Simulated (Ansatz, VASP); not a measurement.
One calculation of CaO, two programs

The input POSCAR:

```
CaO
1.0
    0.0000000000      2.3975473901      2.3975473901
    2.3975473901      0.0000000000      2.3975473901
    2.3975473901      2.3975473901      0.0000000000
Ca O
1 1
Direct
    0.0000000000      0.0000000000      0.0000000000
    0.5000000000      0.5000000000      0.5000000000
```

INCAR.step1

```
SYSTEM = CaO
ALGO = Normal ; EDIFF = 1E-4
ENCUT = 520 ; GGA = PE
ISMEAR = 0 ; ISYM = 0
LASPH = .TRUE. ; LCHARG = .FALSE.
LREAL = .FALSE. ; LWAVE = .TRUE.
NBANDS = 15 ; NELM = 80
PREC = Accurate ; SIGMA = 0.01
```

The input INCAR.step2:

```
SYSTEM = CaO
ALGO = Normal ; EDIFF = 1E-6
ENCUT = 520 ; ISIF = 2
ISMEAR = 0 ; ISTART = 1
ISYM = 0 ; LASPH = .TRUE.
LCHARG = .TRUE. ; LELF = .TRUE.
LMIXTAU = .TRUE. ; LREAL = .FALSE.
LVHAR = .TRUE. ; LWAVE = .FALSE.
METAGGA = R2SCAN ; NBANDS = 15
NELM = 80 ; PREC = Accurate
SIGMA = 0.01
```

Contents of KPOINTS:

```
k-points
0
G
  6 6 6
  0 0 0
```

Input for Ansatz:

```yaml
crystal:
  lattice:
    - [0.0, 2.3975473901, 2.3975473901]
    - [2.3975473901, 0.0, 2.3975473901]
    - [2.3975473901, 2.3975473901, 0.0]
  atoms:
    - { symbol: Ca, position: [0.0, 0.0, 0.0] }
    - { symbol: O, position: [0.5, 0.5, 0.5] }
  symmetry: { detect: false }
kpoints:
  mp_grid: { grid: [6, 6, 6] }
hamiltonian:
  xc: r2scan
scf:
  occupations: { method: fixed }
  n_extra_bands: 4
output:
  forces: true
  stress: true
  eigenvalues: true
```

Alike in both runs: task single point; functional r2SCAN; k mesh 6 × 6 × 6; no spin polarisation.

|  | VASP | Ansatz |
| --- | --- | --- |
| version | VASP 6.6.1 | Ansatz 0.2.0 |
| potentials or method | VASP PAW PBE potentials, release 64 (Ca_sv, O) | plane waves |
| plane-wave cutoff (eV) | 520 | 500 |
| occupations | gaussian, width 0.01 eV | fixed |
| valence electrons in the cell | 16 | 16 |

VASP gave:

```
gap on the k mesh at the Fermi level (eV) : 4.19
pressure (GPa)                            : 1.0
```

Estimate Ansatz's values.

gap on the k mesh at the Fermi level (eV): 4.20; pressure (GPa): 0.0.

VASP's potentials were made for PBE, not for r2SCAN.
